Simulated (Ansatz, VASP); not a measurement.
## One calculation of NaF, two programs

```
Na F
1.0
     2.79349    0.00000    0.00000
     0.00000    2.79349    0.00000
     0.00000    0.00000    2.83958
Na F
1 1
Direct
  0.00000 0.00000 0.00000
  0.50000 0.50000 0.50000
```

Change from the starting cell: uniaxial_z strain +1.7%.

Alike in both runs: task single point; functional r2SCAN; k mesh 10 × 10 × 10; no spin polarisation.

|  | VASP | Ansatz |
| --- | --- | --- |
| version | VASP 6.6.1 | Ansatz 0.2.0 |
| potentials or method | VASP PAW PBE potentials, release 64 (Na_pv, F) | plane waves, PAW |
| plane-wave cutoff (eV) | 520 | 500 |
| occupations | gaussian, width 0.01 eV | fixed |
| valence electrons in the cell | 14 | 16 |

|  | VASP | Ansatz | Ansatz less VASP |
| --- | --- | --- | --- |
| gap on the k mesh at the Fermi level (eV) | 6.97 | 6.91 | -0.055 |
| pressure (GPa) | -1.7 | -0.9 | +0.78 |
| traceless stress, the component that is largest in VASP (GPa) | -1.83 | -1.84 | -0.014 |

VASP's potentials were made for PBE, not for r2SCAN. VASP's potentials hold 14 valence electrons a cell and Ansatz's 16, so a difference there can come from the potentials and not from the codes.
